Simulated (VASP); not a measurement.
# MgO (P6_3mc) in VASP: a series of runs, part 2 of 2

VASP 6.6.1. The steps go on from the part before.

## (3) Single point, PBE

This run uses another cell than the first one, of 12.73 Å³/atom, 0.996 times its volume.

The input, INCAR:

```
PREC = Accurate ; ENCUT = 520
EDIFF = 1E-6 ; ISMEAR = 0
SIGMA = 0.05 ; LREAL = False
LASPH = True ; NELM = 80
ALGO = Normal ; ISIF = 2
LWAVE = False ; LCHARG = False
GGA = PE ; NBANDS = 26
```

The input, KPOINTS:

```
regular mesh
0
Gamma
  9 9 2
```

The input, POSCAR:

```
MgO
1.0
    3.3899000000      0.0000000000      0.0000000000
   -1.6949500000      2.9357395163      0.0000000000
    0.0000000000      0.0000000000     10.2335000000
Mg O
4 4
Direct
    0.3333333333      0.6666666667      0.9694906392
    0.0000000000      0.0000000000      0.2208211786
    0.0000000000      0.0000000000      0.7208211786
    0.6666666667      0.3333333333      0.4694906392
    0.3333333333      0.6666666667      0.7800420079
    0.0000000000      0.0000000000      0.5296443544
    0.0000000000      0.0000000000      0.0296443544
    0.6666666667      0.3333333333      0.2800420079
```

Potentials or basis: VASP PAW PBE potentials, release 64 (Mg, O).

Command:

```sh
cat potpaw_PBE.64/Mg/POTCAR potpaw_PBE.64/O/POTCAR > POTCAR
mpirun -np 1 vasp_std > vasp.out
```

OUTCAR:

```text
PREC = Accurate
   ENCUT = 520
   EDIFF = 1E-6
   ISMEAR = 0
   LREAL = False
   LASPH = True
   NELM = 80
   ISIF = 2
   GGA = PE

 ion  position               nearest neighbor table
   1  0.333  0.667  0.969-   5 1.94   7 2.05   7 2.05   7 2.05   3 3.21   3 3.21   3 3.21   2 3.23
                             2 3.23   2 3.23
   2  0.000  0.000  0.221-   7 1.96   8 2.05   8 2.05   8 2.05   4 3.21   4 3.21   4 3.21   1 3.23
                             1 3.23   1 3.23
   3  0.000  0.000  0.721-   6 1.96   5 2.05   5 2.05   5 2.05   1 3.21   1 3.21   1 3.21   4 3.23
                             4 3.23   4 3.23
   4  0.667  0.333  0.469-   8 1.94   6 2.05   6 2.05   6 2.05   2 3.21   2 3.21   2 3.21   3 3.23
                             3 3.23   3 3.23
   5  0.333  0.667  0.780-   1 1.94   3 2.05   3 2.05   3 2.05
   6  0.000  0.000  0.530-   3 1.96   4 2.05   4 2.05   4 2.05
   7  0.000  0.000  0.030-   2 1.96   1 2.05   1 2.05   1 2.05
   8  0.667  0.333  0.280-   4 1.94   2 2.05   2 2.05   2 2.05

  LATTYP: Found a hexagonal cell.
 ALAT       =     3.3899000000
 C/A-ratio  =     3.0188206142

  Lattice vectors:

 A1 = (   3.3899000000,   0.0000000000,   0.0000000000)
 A2 = (  -1.6949500000,   2.9357395163,   0.0000000000)
 A3 = (   0.0000000000,   0.0000000000,  10.2335000000)

Analysis of symmetry for initial positions (statically):
=====================================================================
 Subroutine PRICEL returns:
 Original cell was already a primitive cell.

 Routine SETGRP: Setting up the symmetry group for a
 hexagonal supercell.

 Subroutine GETGRP returns: Found 12 space group operations
 (whereof  6 operations were pure point group operations)
 out of a pool of 24 trial point group operations.

The static configuration has the point symmetry C_3v.
[... 148 lines left out ...]
  Fermi-wavevector in a.u.,A,eV,Ry     =   1.112966  2.103201 16.853450  1.238694
  Thomas-Fermi vector in A             =   2.249546
   LORBIT       =      0    0 simple, 1 ext, 2 COOP (PROOUT), +10 PAW based schemes
   GGA     = PE    functional components
   LHFCALC =     F    Hartree Fock is set to
   AEXX    =    0.0000 exact exchange contribution
   IVDW    =     0    specifies the selected vdW correction
   LEPSILON=     F    determine dielectric tensor
   LRPA    =     F    only Hartree local field effects (RPA)
 non-spin polarized calculation
 Gauss-broadening in eV      SIGMA  =   0.05
  energy-cutoff  :      520.00
  volume of cell :      101.84
 maximum number of plane-waves:      2764
 NGX is ok and might be reduce to    28
   NGX = 13   NGY = 13   NGZ = 39

 number of electron      31.9999999 magnetization

 Free energy of the ion-electron system (eV)
  ---------------------------------------------------
  ext. energy  EPLUGINS =         0.00000000
  ---------------------------------------------------
  free energy    TOTEN  =       -46.70700498 eV

  energy without entropy =      -46.70700498  energy(sigma->0) =      -46.70700498

 E-fermi :   0.8256     XC(G=0):  -9.4229

 val. band max:        0.6252062313   @ k =   0.0000   0.0000   0.0000
 cond. band min:       3.7414498936   @ k =   0.0000   0.0000   0.0000
 fundamental gap:      3.1162436623
 Fermi energy:         0.8256133194

 k-point     1 :       0.0000    0.0000    0.0000
  band No.  band energies     occupation
      1     -15.2748      2.00000
      2     -14.9618      2.00000
      3     -14.9276      2.00000
      4     -14.5910      2.00000
      5      -2.2820      2.00000
      6      -1.2282      2.00000
[... 685 lines left out ...]
     25      12.8595      0.00000
     26      12.8596      0.00000

------------------------ aborting loop because EDIFF is reached ----------------------------------------

  FORCE on cell =-STRESS in cart. coord.  units (eV):
  Direction    XX          YY          ZZ          XY          YZ          ZX
  --------------------------------------------------------------------------------------
  -------------------------------------------------------------------------------------
  Total       -5.2376335     -5.2376335      2.5638387      0.0000000      0.0000000      0.0000000
  in kB      -82.3980794    -82.3980794     40.3341287      0.0000000      0.0000000      0.0000000
  external PRESSURE =     -41.4873434 kB  Pullay stress =       0.0000000 kB

 VOLUME and BASIS-vectors are now :
 -----------------------------------------------------------------------------
  energy-cutoff  :      520.00
  volume of cell :      101.84
      direct lattice vectors                 reciprocal lattice vectors
     3.389900000  0.000000000  0.000000000     0.294993953  0.170314838  0.000000000
    -1.694950000  2.935739516  0.000000000     0.000000000  0.340629676  0.000000000
     0.000000000  0.000000000 10.233500000     0.000000000  0.000000000  0.097718278

 POSITION                                       TOTAL-FORCE (eV/Angst)
 -----------------------------------------------------------------------------------
     -0.00000      1.95716      9.92128         0.000000     -0.000000      0.479018
      0.00000      0.00000      2.25977        -0.000000      0.000000      0.530533
      0.00000      0.00000      7.37652         0.000000     -0.000000      0.530533
      1.69495      0.97858      4.80453        -0.000000      0.000000      0.479018
     -0.00000      1.95716      7.98256         0.000000      0.000000     -0.512306
      0.00000      0.00000      5.42012        -0.000000     -0.000000     -0.497245
      0.00000      0.00000      0.30337         0.000000     -0.000000     -0.497245
      1.69495      0.97858      2.86581        -0.000000     -0.000000     -0.512306
 -----------------------------------------------------------------------------------
    total drift:                               -0.000000     -0.000000      0.005472

  FREE ENERGIE OF THE ION-ELECTRON SYSTEM (eV)
  ---------------------------------------------------
  free  energy   TOTEN  =       -46.7070049814 eV

  energy  without entropy=      -46.7070049813  energy(sigma->0) =      -46.70700498
```

Wall time 60 s (1 thread of Intel Xeon Platinum 8124M at 3.00GHz (Skylake/Cascade Lake), shared host); peak memory 0.25 GiB.

Results:

```yaml
Free_energy: -46.7070 eV
Pressure: -4.1 GPa
Largest_force: 0.531 eV/Å
Band_gap_on_the_k_mesh: 3.12 eV, direct
```

Forces in eV/Å, atoms in the order of the input:
```
Mg   0.000  0.000  0.479
Mg   0.000  0.000  0.531
Mg   0.000  0.000  0.531
Mg   0.000  0.000  0.479
O    0.000  0.000 -0.512
O    0.000  0.000 -0.497
O    0.000  0.000 -0.497
O    0.000  0.000 -0.512
```

PBE gaps usually lie below the measured ones, often by a third to a half.

## (4) Single point, PBE

This run uses another cell than the first one, of 12.90 Å³/atom, 1.009 times its volume.

The input, INCAR:

```
PREC = Accurate
ENCUT = 520
EDIFF = 1E-7
ISMEAR = 0
SIGMA = 0.05
LREAL = False
LASPH = True
NELM = 100
ALGO = Normal
ISIF = 2
LWAVE = False
LCHARG = False
GGA = PE
NBANDS = 26
```

KPOINTS is that of step 3.

Changes to POSCAR since step 3:

```diff
@@ -2,5 +2,5 @@
 1.0
-    3.3899000000      0.0000000000      0.0000000000
-   -1.6949500000      2.9357395163      0.0000000000
-    0.0000000000      0.0000000000     10.2335000000
+    3.2805263433      0.0000000000      0.0000000000
+   -1.6402631717      2.8410191511      0.0000000000
+    0.0000000000      0.0000000000     11.0746000000
 Mg O
```

Command:

```sh
cat potpaw_PBE.64/Mg/POTCAR potpaw_PBE.64/O/POTCAR > POTCAR
mpirun -np 1 vasp_std > vasp.out
```

Wall time 48 s (1 thread of Intel Xeon Platinum 8124M at 3.00GHz (Skylake/Cascade Lake), shared host); peak memory 0.22 GiB.

The run converged. Its results:

| Item | Value |
| --- | --- |
| Free energy | -46.7214 eV |
| Pressure | -5.3 GPa |
| Largest force | 0.277 eV/Å |
| Band gap on the k mesh | 3.21 eV, direct |

Forces on the atoms (eV/Å):
```
Mg   0.000  0.000 -0.249
Mg   0.000  0.000 -0.268
Mg   0.000  0.000 -0.268
Mg   0.000  0.000 -0.249
O    0.000  0.000  0.277
O    0.000  0.000  0.240
O    0.000  0.000  0.240
O    0.000  0.000  0.277
```

Stress tensor (GPa, compression positive):
```
 -2.30   0.00   0.00
  0.00  -2.30   0.00
  0.00   0.00 -11.25
```

Levels at points of the mesh, in eV from the valence-band top:
| k point | band 12 | band 13 | band 14 | band 15 | band 16 | band 17 | band 18 | band 19 | band 20 | band 21 |
| --- | --- | --- | --- | --- | --- | --- | --- | --- | --- | --- |
| (0.00, 0.00, 0.00) | -0.07 | -0.07 | -0.05 | 0.00 | 0.00 | 3.21 | 5.48 | 5.56 | 8.27 | 9.05 |
| (0.00, 0.00, 0.50) | -0.15 | -0.02 | -0.02 | -0.02 | -0.02 | 4.01 | 4.01 | 7.07 | 7.07 | 10.31 |

## (5) Summary

| cell | gap on the mesh (eV) | pressure (GPa) | largest force (eV/Å) |
| --- | --- | --- | --- |
| a = 3.445, b = 3.445, c = 9.953 Å, angles 90.0, 90.0, 120.0°, 8 atoms | 3.00 | -3.6 | 1.07 |
| a = 3.390, b = 3.390, c = 10.233 Å, angles 90.0, 90.0, 120.0°, 8 atoms | 3.12 | -4.1 | 0.53 |
| a = 3.281, b = 3.281, c = 11.075 Å, angles 90.0, 90.0, 120.0°, 8 atoms | 3.21 | -5.3 | 0.28 |

Alike in all rows: task single point; level PBE; potentials or basis VASP PAW PBE potentials, release 64 (Mg, O); no spin polarisation; k mesh 9 × 9 × 2; cutoff (eV) 520; smearing gaussian 0.05 eV.

Caveats: forces of over 1 eV/Å act on the atoms, so gaps and moduli don't describe the material at rest (some runs).

Total energies depend on the potentials used, so only differences within one code and one set of settings carry meaning.
